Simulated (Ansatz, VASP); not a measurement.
## Ca3P: VASP beside Ansatz

```
Ca P
1.0
     4.76218    0.00000    0.00000
     0.00000    4.76218    0.00000
     0.00000    0.00000    4.76218
Ca P
3 1
Direct
  0.00000 0.50000 0.50000
  0.50000 0.00000 0.50000
  0.50000 0.50000 0.00000
  0.00000 0.00000 0.00000
```

Alike in both runs: functional PBE; k mesh 10 × 10 × 10; occupations gaussian, width 0.1 eV; no spin polarisation.

Ansatz relaxed the structure, and its values are those at the end. VASP's run is a single point on that final structure, the one shown.

|  | VASP | Ansatz |
| --- | --- | --- |
| version | VASP 6.6.1 | Ansatz 0.2.0 |
| potentials or method | VASP PAW PBE potentials, release 64 (Ca_sv, P), cutoff 520 eV | scalar-relativistic, plane waves, PAW |
| valence electrons in the cell | 35 | 35 |

Ansatz gave:

* gap on the k mesh at the Fermi level (eV): none
* pressure (GPa): 0.0

Q: Estimate VASP's values.

A: gap on the k mesh at the Fermi level (eV): none; pressure (GPa): 0.1.

A gap of «none» marks a metal or a gap that the smearing closes.
